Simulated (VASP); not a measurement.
# PbO (P4/nmm) in VASP: further runs

The runs below take PbO through relaxation of cell and atoms, relaxation of shape and atoms at fixed volume, with PBE.

Program: VASP 6.6.1. These are calculated values, not measurements. Logs are shortened: lines on timing, memory, paths and dates and some standing lists are left out, and cuts for length are marked.

### 1 The cell of the first run

It takes space group P4/nmm (No. 129, tetragonal). Conventional cell: a = 4.057 Å, b = 4.057 Å, c = 5.597 Å, α = 90.00°, β = 90.00°, γ = 90.00°. Within 3.1 Å of Pb (site symmetry 4mm) lie 4 O at 2.35 Å. Within 3.1 Å of O (site symmetry -4m2) lie 4 Pb at 2.35 Å and 4 O at 2.87 Å.

### 2 Relaxation of cell and atoms, PBE

Input file INCAR:

```
SYSTEM = PbO
PREC = Accurate ; ENCUT = 600
EDIFF = 1E-6 ; ISMEAR = 0
SIGMA = 0.05 ; LREAL = .FALSE.
LASPH = .TRUE. ; NELM = 100
ALGO = Normal ; ISIF = 3
LWAVE = .FALSE. ; LCHARG = .FALSE.
GGA = PE ; IBRION = 2
NSW = 50 ; EDIFFG = -0.01
```

Input file KPOINTS:

```
Automatic mesh
0
G
  8 8 6
  0 0 0
```

Input file POSCAR:

```
PbO
1.0
    4.0568204757      0.0000000000      0.0000000000
    0.0000000000      4.0568204757      0.0000000000
    0.0000000000      0.0000000000      5.5970750290
Pb O
2 2
Direct
    0.5000000000      0.0000000000      0.2126163549
    0.0000000000      0.5000000000      0.7873836451
    0.0000000000      0.0000000000      0.0000000000
    0.5000000000      0.5000000000      0.0000000000
```

Potentials or basis: VASP PAW PBE potentials, release 64 (Pb_d, O).

Started as:

```sh
cat potpaw_PBE.64/Pb_d/POTCAR potpaw_PBE.64/O/POTCAR > POTCAR
mpirun -np 1 vasp_std > vasp.out
```

OUTCAR:

```text
SYSTEM = PbO
   PREC = Accurate
   ENCUT = 600
   EDIFF = 1E-6
   ISMEAR = 0
   LREAL = .FALSE.
   LASPH = .TRUE.
   NELM = 100
   ISIF = 3
   GGA = PE
   IBRION = 2
   NSW = 50
   EDIFFG = -0.01

 ion  position               nearest neighbor table
   1  0.500  0.000  0.213-   3 2.35   4 2.35   4 2.35   3 2.35   2 3.73   2 3.73   2 3.73   2 3.73

   2  0.000  0.500  0.787-   3 2.35   4 2.35   3 2.35   4 2.35   1 3.73   1 3.73   1 3.73   1 3.73

   3  0.000  0.000  0.000-   1 2.35   2 2.35   2 2.35   1 2.35
   4  0.500  0.500  0.000-   1 2.35   2 2.35   1 2.35   2 2.35

  LATTYP: Found a simple tetragonal cell.
 ALAT       =     4.0568204757
 C/A-ratio  =     1.3796703755

  Lattice vectors:

 A1 = (   4.0568204757,   0.0000000000,   0.0000000000)
 A2 = (   0.0000000000,   4.0568204757,   0.0000000000)
 A3 = (   0.0000000000,   0.0000000000,   5.5970750290)

Analysis of symmetry for initial positions (statically):
=====================================================================
 Subroutine PRICEL returns:
 Original cell was already a primitive cell.

 Routine SETGRP: Setting up the symmetry group for a
 simple tetragonal supercell.

 Subroutine GETGRP returns: Found 16 space group operations
 (whereof  8 operations were pure point group operations)
 out of a pool of 16 trial point group operations.

The static configuration has the point symmetry D_2d.
 The point group associated with its full space group is D_4h.

Analysis of symmetry for dynamics (positions and initial velocities):
=====================================================================
 Subroutine PRICEL returns:
 Original cell was already a primitive cell.

 Routine SETGRP: Setting up the symmetry group for a
 simple tetragonal supercell.

 Subroutine GETGRP returns: Found 16 space group operations
 (whereof  8 operations were pure point group operations)
 out of a pool of 16 trial point group operations.

The dynamic configuration has the point symmetry D_2d.
 The point group associated with its full space group is D_4h.

 Subroutine INISYM returns: Found 16 space group operations
 (whereof  8 operations are pure point group operations),
 and found     1 'primitive' translations

----------------------------------------------------------------------------------------

                                     Primitive cell

  volume of cell :      92.1155

  direct lattice vectors                    reciprocal lattice vectors
     4.056820476  0.000000000  0.000000000     0.246498460  0.000000000  0.000000000
     0.000000000  4.056820476  0.000000000     0.000000000  0.246498460  0.000000000
     0.000000000  0.000000000  5.597075029     0.000000000  0.000000000  0.178664748

  length of vectors
     4.056820476  4.056820476  5.597075029     0.246498460  0.246498460  0.178664748

  position of ions in fractional coordinates (direct lattice)
     0.500000000  0.000000000  0.212616355
     0.000000000  0.500000000  0.787383645
     0.000000000  0.000000000  0.000000000
     0.500000000  0.500000000  0.000000000

  ion indices of the primitive-cell ions
   primitive index   ion index
                 1           1
                 2           2
                 3           3
                 4           4

----------------------------------------------------------------------------------------

 KPOINTS: Automatic mesh

Automatic generation of k-mesh.
 Grid dimensions read from file:
 generate k-points for:    8    8    6

 Generating k-lattice:

  Cartesian coordinates                     Fractional coordinates (reciprocal lattice)
     0.030812308  0.000000000  0.000000000     0.125000000  0.000000000  0.000000000
     0.000000000  0.030812308  0.000000000     0.000000000  0.125000000  0.000000000
     0.000000000  0.000000000  0.029777458     0.000000000  0.000000000  0.166666667

  Length of vectors
     0.030812308  0.030812308  0.029777458

  Shift w.r.t. Gamma in fractional coordinates (k-lattice)
     0.000000000  0.000000000  0.000000000

 Subroutine IBZKPT returns following result:
 ===========================================

 Found     60 irreducible k-points:

 Following reciprocal coordinates:
            Coordinates               Weight
  0.000000  0.000000  0.000000      1.000000
  0.125000  0.000000  0.000000      4.000000
  0.250000  0.000000  0.000000      4.000000
  0.375000  0.000000  0.000000      4.000000
  0.500000  0.000000  0.000000      2.000000
  0.125000  0.125000  0.000000      4.000000
[... 16 lines left out ...]
  0.375000  0.125000  0.166667     16.000000
  0.500000  0.125000  0.166667      8.000000
 [... further k-points ...]
   k-points           NKPTS =     60   k-points in BZ     NKDIM =     60   number of bands    NBANDS=     24
   number of dos      NEDOS =    301   number of ions     NIONS =      4
   total plane-waves  NPLWV =  49152
   dimension x,y,z NGX =    32 NGY =   32 NGZ =   48
   dimension x,y,z NGXF=    64 NGYF=   64 NGZF=   96
   ions per type =               2   2
   NGX,Y,Z   is equivalent  to a cutoff of  13.11, 13.11, 14.26 a.u.
   NGXF,Y,Z  is equivalent  to a cutoff of  26.23, 26.23, 28.51 a.u.
 SYSTEM =  PbO
   PREC   = accura    normal or accurate (medium, high low for compatibility)
   ISTART =      0    job   : 0-new  1-cont  2-samecut
   ICHARG =      2    charge: 1-file 2-atom 10-const
   ISPIN  =      1    spin polarized calculation?
   LNONCOLLINEAR =      F non collinear calculations
   LSORBIT =      F    spin-orbit coupling
   LASPH  =      T    aspherical Exc in radial PAW
   ENCUT  =  600.0 eV  44.10 Ry    6.64 a.u.   8.10  8.10 11.18*2*pi/ulx,y,z
   NELM   =    100;   NELMIN=  2; NELMDL= -5     # of ELM steps
   EDIFF  = 0.1E-05   stopping-criterion for ELM
   LREAL  =      F    real-space projection
   EDIFFG = -.1E-01   stopping-criterion for IOM
   NSW    =     50    number of steps for IOM
   IBRION =      2    ionic relax: 0-MD 1-quasi-New 2-CG
   NFREE  =      1    steps in history (QN), initial steepest desc. (CG)
   ISIF   =      3    stress and relaxation
   ISYM   =      2    0-nonsym 1-usesym 2-fastsym
   POTIM  = 0.5000    time-step for ionic-motion
   TEBEG  =    0.0;   TEEND  =   0.0 temperature during run
   PSTRESS=    0.0 pullay stress
   NELECT =      40.0000    total number of electrons
   NUPDOWN=      -1.0000    fix difference up-down
   EMIN   =  10.00;   EMAX   =-10.00  energy-range for DOS
   EFERMI =   0.00;   METHOD = LEGACY
   ISMEAR =     0;   SIGMA  =   0.05  broadening in eV -4-tet -1-fermi 0-gaus
   EFERMI_NEDOS =   21; number of points for ismear=-14 and -15
   IALGO  =     38    algorithm
   IMIX   =      4    mixing-type and parameters
     AMIX     =   0.40;   BMIX     =  1.00
     AMIX_MAG =   1.60;   BMIX_MAG =  1.00
  volume/ion in A,a.u.               =      23.03       155.41
  Fermi-wavevector in a.u.,A,eV,Ry     =   1.239702  2.342697 20.910260  1.536861
  Thomas-Fermi vector in A             =   2.374174
   LORBIT       =      0    0 simple, 1 ext, 2 COOP (PROOUT), +10 PAW based schemes
   GGA     = PE    functional components
   LHFCALC =     F    Hartree Fock is set to
   AEXX    =    0.0000 exact exchange contribution
   IVDW    =     0    specifies the selected vdW correction
   LEPSILON=     F    determine dielectric tensor
   LRPA    =     F    only Hartree local field effects (RPA)
 conjugate gradient relaxation of ions
 non-spin polarized calculation
 Gauss-broadening in eV      SIGMA  =   0.05
  energy-cutoff  :      600.00
  volume of cell :       92.12
 maximum number of plane-waves:      3108
   NGX = 17   NGY = 17   NGZ = 23

--------------------------------------- Ionic step        1  -------------------------------------------

 number of electron      40.0000019 magnetization

 Free energy of the ion-electron system (eV)
  ---------------------------------------------------
  ext. energy  EPLUGINS =         0.00000000
  ---------------------------------------------------
  free energy    TOTEN  =       -21.52211761 eV

  energy without entropy =      -21.52211761  energy(sigma->0) =      -21.52211761

------------------------ aborting loop because EDIFF is reached ----------------------------------------

  FORCE on cell =-STRESS in cart. coord.  units (eV):
  Direction    XX          YY          ZZ          XY          YZ          ZX
  --------------------------------------------------------------------------------------
  -------------------------------------------------------------------------------------
  Total        0.0110932      0.0110932      0.0142916      0.0000000     -0.0000000      0.0000000
  in kB        0.1929458      0.1929458      0.2485754      0.0000000     -0.0000000      0.0000000
  external PRESSURE =       0.2114890 kB  Pullay stress =       0.0000000 kB
[... 95 lines left out ...]
  FREE ENERGIE OF THE ION-ELECTRON SYSTEM (eV)
  ---------------------------------------------------
  free  energy   TOTEN  =       -21.5221643657 eV

  energy  without entropy=      -21.5221643657  energy(sigma->0) =      -21.52216437

[... ionic steps 4 to 10 ...]

--------------------------------------- Ionic step       11  -------------------------------------------

 number of electron      40.0000013 magnetization

------------------------ aborting loop because EDIFF is reached ----------------------------------------

  FORCE on cell =-STRESS in cart. coord.  units (eV):
  Direction    XX          YY          ZZ          XY          YZ          ZX
  --------------------------------------------------------------------------------------
  -------------------------------------------------------------------------------------
  Total        0.0150802      0.0150802      0.0781642      0.0000000      0.0000000      0.0000000
  in kB        0.2654110      0.2654110      1.3756853      0.0000000      0.0000000      0.0000000
  external PRESSURE =       0.6355025 kB  Pullay stress =       0.0000000 kB
[... 61 lines left out ...]
  energy  without entropy=      -21.5225996297  energy(sigma->0) =      -21.52259963

--------------------------------------- Ionic step       13  -------------------------------------------

 number of electron      40.0000014 magnetization

 Free energy of the ion-electron system (eV)
  ---------------------------------------------------
  ext. energy  EPLUGINS =         0.00000000
  ---------------------------------------------------
  free energy    TOTEN  =       -21.52264684 eV

  energy without entropy =      -21.52264684  energy(sigma->0) =      -21.52264684

 E-fermi :   4.0607     XC(G=0):  -9.0470

 val. band max:        3.8019627633   @ k =   0.1250   0.0000   0.0000
 cond. band min:       5.5619314557   @ k =   0.5000   0.5000   0.0000
 fundamental gap:      1.7599686924
 Fermi energy:         4.0607372849

 k-point     1 :       0.0000    0.0000    0.0000
  band No.  band energies     occupation
      1     -14.0970      2.00000
      2     -13.7035      2.00000
      3     -12.0611      2.00000
      4     -12.0611      2.00000
      5     -12.0143      2.00000
      6     -12.0032      2.00000
[... 637 lines left out ...]
     23       9.4241      0.00000
     24       9.4241      0.00000

 [... further k-points ...]

------------------------ aborting loop because EDIFF is reached ----------------------------------------

  FORCE on cell =-STRESS in cart. coord.  units (eV):
  Direction    XX          YY          ZZ          XY          YZ          ZX
  --------------------------------------------------------------------------------------
  -------------------------------------------------------------------------------------
  Total       -0.0063211     -0.0063211      0.0180897      0.0000000      0.0000000      0.0000000
  in kB       -0.1110362     -0.1110362      0.3177638      0.0000000      0.0000000      0.0000000
  external PRESSURE =       0.0318972 kB  Pullay stress =       0.0000000 kB
[... 19 lines left out ...]
  FREE ENERGIE OF THE ION-ELECTRON SYSTEM (eV)
  ---------------------------------------------------
  free  energy   TOTEN  =       -21.5226468408 eV

  energy  without entropy=      -21.5226468408  energy(sigma->0) =      -21.52264684

 reached required accuracy - stopping structural energy minimisation
```

It took 5.5 min on 1 thread of Intel Xeon 6975P-C (Granite Rapids), shared host; peak memory 0.32 GiB.

What came out:

| Item | Value |
| --- | --- |
| Free energy | -21.5226 eV |
| Relaxed volume | 22.80 Å³/atom |
| Relaxed cell | a = 4.059 Å, b = 4.059 Å, c = 5.537 Å, α = 90.00°, β = 90.00°, γ = 90.00° |
| Space group after relaxing (to 0.1 Å) | P4/nmm (No. 129) |
| Energy gained by relaxing | 0.1 meV/atom |
| Ionic steps | 13 |
| Pressure after relaxing | 0.0 GPa |
| Largest force after relaxing | 0.009 eV/Å |
| Band gap on the k mesh | 1.76 eV (least direct gap 1.93 eV) |

Forces in eV/Å, atoms in the order of the input:
```
Pb   0.000  0.000  0.009
Pb   0.000  0.000 -0.009
O    0.000  0.000  0.000
O    0.000  0.000  0.000
```

Step by step:
| step | energy change (eV) | largest force (eV/Å) | pressure (GPa) | volume (Å³) |
| --- | --- | --- | --- | --- |
| 1 | 0.0000 | 0.0319 | 0.02 | 92.12 |
| 2 | 0.0000 | 0.0032 | -0.07 | 92.16 |
| 3 | 0.0000 | 0.0063 | -0.07 | 92.15 |
| 4 | -0.0001 | 0.0013 | -0.06 | 92.05 |
| 5 | -0.0001 | 0.0066 | -0.03 | 91.78 |
| 6 | -0.0002 | 0.0118 | 0.05 | 91.63 |
| 7 | -0.0002 | 0.0240 | 0.11 | 91.53 |
| 8 | -0.0002 | 0.0245 | 0.10 | 91.51 |
| 9 | -0.0003 | 0.0258 | 0.10 | 91.44 |
| 10 | -0.0005 | 0.0283 | 0.07 | 91.30 |
| 11 | -0.0005 | 0.0339 | 0.06 | 91.03 |
| 12 | -0.0005 | 0.0328 | 0.08 | 91.15 |
| 13 | -0.0005 | 0.0093 | 0.00 | 91.21 |

Final structure:
```
CELL_PARAMETERS angstrom
4.05854 0.00000 0.00000
0.00000 4.05854 0.00000
0.00000 0.00000 5.53729
ATOMIC_POSITIONS crystal
Pb 0.50000 0.00000 0.21494
Pb 0.00000 0.50000 0.78506
O 0.00000 0.00000 0.00000
O 0.50000 0.50000 0.00000
```

Caveat: spin-orbit coupling is left out, which moves the levels of the heavy elements.

### 3 Relaxation of shape and atoms at fixed volume, PBE (23.49 Å³/atom)

This run uses another cell than the first one, of 23.49 Å³/atom.

Input file INCAR:

```
  PREC = Accurate
  ENCUT = 600
  EDIFF = 1E-7
  ISMEAR = 0
  SIGMA = 0.05
  LREAL = False
  LASPH = True
  NELM = 100
  ALGO = Normal
  ISIF = 4
  LWAVE = False
  LCHARG = False
  GGA = PE
  IBRION = 2
  NSW = 60
  EDIFFG = -0.01
```

Input file KPOINTS:

```
regular mesh
0
Gamma
  8 8 6
```

Input file POSCAR:

```
PbO
1.0
    4.0836876194      0.0000000000      0.0000000000
    0.0000000000      4.0836876194      0.0000000000
    0.0000000000      0.0000000000      5.6341428313
Pb O
2 2
Direct
    0.5000000000      0.0000000000      0.2126163549
    0.0000000000      0.5000000000      0.7873836451
    0.0000000000      0.0000000000      0.0000000000
    0.5000000000      0.5000000000      0.0000000000
```

Potentials or basis: VASP PAW PBE potentials, release 64 (Pb_d, O).

Started as:

```sh
cat potpaw_PBE.64/Pb_d/POTCAR potpaw_PBE.64/O/POTCAR > POTCAR
mpirun -np 1 vasp_std > vasp.out
```

OUTCAR:

```text
PREC = Accurate
   ENCUT = 600
   EDIFF = 1E-7
   ISMEAR = 0
   LREAL = False
   LASPH = True
   NELM = 100
   ISIF = 4
   GGA = PE
   IBRION = 2
   NSW = 60
   EDIFFG = -0.01

 ion  position               nearest neighbor table
   1  0.500  0.000  0.213-   3 2.37   4 2.37   4 2.37   3 2.37   2 3.75   2 3.75   2 3.75   2 3.75

   2  0.000  0.500  0.787-   3 2.37   4 2.37   3 2.37   4 2.37   1 3.75   1 3.75   1 3.75   1 3.75

   3  0.000  0.000  0.000-   1 2.37   2 2.37   2 2.37   1 2.37
   4  0.500  0.500  0.000-   1 2.37   2 2.37   1 2.37   2 2.37

  LATTYP: Found a simple tetragonal cell.
 ALAT       =     4.0836876194
 C/A-ratio  =     1.3796703755

  Lattice vectors:

[... 342 lines left out ...]
  ext. energy  EPLUGINS =         0.00000000
  ---------------------------------------------------
  free energy    TOTEN  =       -21.52197114 eV

  energy without entropy =      -21.52197114  energy(sigma->0) =      -21.52197114

 E-fermi :   3.8065     XC(G=0):  -8.8710

 val. band max:        3.5556401749   @ k =   0.0000   0.0000   0.0000
 cond. band min:       5.3528222618   @ k =   0.0000   0.0000   0.3333
 fundamental gap:      1.7971820868
 Fermi energy:         3.8065140103

 k-point     1 :       0.0000    0.0000    0.0000
  band No.  band energies     occupation
      1     -14.3099      2.00000
      2     -13.9207      2.00000
      3     -12.2861      2.00000
      4     -12.2861      2.00000
      5     -12.2403      2.00000
      6     -12.2335      2.00000
[... 637 lines left out ...]
     23       9.1366      0.00000
     24       9.1366      0.00000

 [... further k-points ...]

------------------------ aborting loop because EDIFF is reached ----------------------------------------

  FORCE on cell =-STRESS in cart. coord.  units (eV):
  Direction    XX          YY          ZZ          XY          YZ          ZX
  --------------------------------------------------------------------------------------
  -------------------------------------------------------------------------------------
  Total       -0.1313361     -0.1313361     -0.1316883      0.0000000      0.0000000      0.0000000
  in kB       -2.2395559     -2.2395559     -2.2455603      0.0000000      0.0000000      0.0000000
  external PRESSURE =      -2.2415574 kB  Pullay stress =       0.0000000 kB
[... 19 lines left out ...]
  FREE ENERGIE OF THE ION-ELECTRON SYSTEM (eV)
  ---------------------------------------------------
  free  energy   TOTEN  =       -21.5219711399 eV

  energy  without entropy=      -21.5219711399  energy(sigma->0) =      -21.52197114

 reached required accuracy - stopping structural energy minimisation
```

CONTCAR:

```text
PbO
   1.00000000000000
     4.0605717773699670    0.0000000000000000    0.0000000000000000
     0.0000000000000000    4.0605717773699679   -0.0000000000000000
     0.0000000000000000    0.0000000000000000    5.6984730139631665
  Pb              O
     2     2
Direct
     0.5000000000000000    0.0000000000000000    0.2091152137655613
     0.0000000000000000    0.5000000000000000    0.7908847862344387
     0.0000000000000000    0.0000000000000000    0.0000000000000000
     0.5000000000000000    0.5000000000000000    0.0000000000000000

  0.00000000E+00  0.00000000E+00  0.00000000E+00
  0.00000000E+00  0.00000000E+00  0.00000000E+00
  0.00000000E+00  0.00000000E+00  0.00000000E+00
  0.00000000E+00  0.00000000E+00  0.00000000E+00
```

It took 3.9 min on 1 thread of Intel Xeon 6975P-C (Granite Rapids), shared host; peak memory 0.33 GiB.

What came out:

```yaml
Free_energy: -21.5220 eV
Energy_gained_by_relaxing: 1.3 meV/atom
Ionic_steps: 5
Pressure_after_relaxing: -0.2 GPa
Band_gap_on_the_k_mesh: 1.80 eV (least direct gap 1.86 eV)
```

The path:
```csv
step,energy change (eV),largest force (eV/Å),pressure (GPa),volume (Å³)
1,0.0000,0.2219,-1.23,93.96
2,-0.0034,0.0760,-0.76,93.96
3,-0.0040,0.0142,-0.46,93.96
4,-0.0046,0.0107,-0.39,93.96
5,-0.0052,0.0012,-0.22,93.96
```

Final structure:
```
Pb O
1.0
     4.06057    0.00000    0.00000
     0.00000    4.06057    0.00000
     0.00000    0.00000    5.69847
Pb O
2 2
Direct
  0.50000 0.00000 0.20912
  0.00000 0.50000 0.79088
  0.00000 0.00000 0.00000
  0.50000 0.50000 0.00000
```

Caveat: spin-orbit coupling is left out, which moves the levels of the heavy elements. A k mesh can miss the band edges.
